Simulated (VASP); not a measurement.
Runs of VASP 6.6.1 on B. The structure is that of space group P6/mmm (No. 191), or close to it. The cells are those of the table. 

```tsv
cell	k mesh	gap on the mesh (eV)	pressure (GPa)
a = 2.831, b = 2.831, c = 2.788 Å, angles 90.0, 90.0, 120.0°, 3 atoms	14 × 14 × 13	none	0.3
a = 2.868, b = 2.868, c = 2.825 Å, angles 90.0, 90.0, 120.0°, 3 atoms	14 × 14 × 13	none	-8.7
a = 2.940, b = 2.940, c = 2.895 Å, angles 90.0, 90.0, 120.0°, 3 atoms	14 × 14 × 13	none	-22.4
a = 2.713, b = 2.713, c = 2.672 Å, angles 90.0, 90.0, 120.0°, 3 atoms	14 × 14 × 13	none	40.0
a = 2.793, b = 2.793, c = 2.750 Å, angles 90.0, 90.0, 120.0°, 3 atoms	14 × 14 × 13	none	(b)
a = 2.831, b = 2.831, c = 2.788 Å, angles 90.0, 90.0, 120.0°, 3 atoms	17 × 17 × 15	none	0.3
a = 2.753, b = 2.753, c = 2.712 Å, angles 90.0, 90.0, 120.0°, 3 atoms	14 × 14 × 13	none	24.2
a = 2.904, b = 2.904, c = 2.860 Å, angles 90.0, 90.0, 120.0°, 3 atoms	14 × 14 × 13	none	(a)
```

Alike in all rows: task single point; level LDA; potentials or basis VASP PAW LDA potentials, release 64 (B); no spin polarisation; cutoff (eV) 520; smearing fermi-dirac 0.1 eV.

Task: Estimate the missing entries.

Result: (a) -16.2; (b) 11.2.

A gap of «none» marks levels without a gap at the run's occupations.
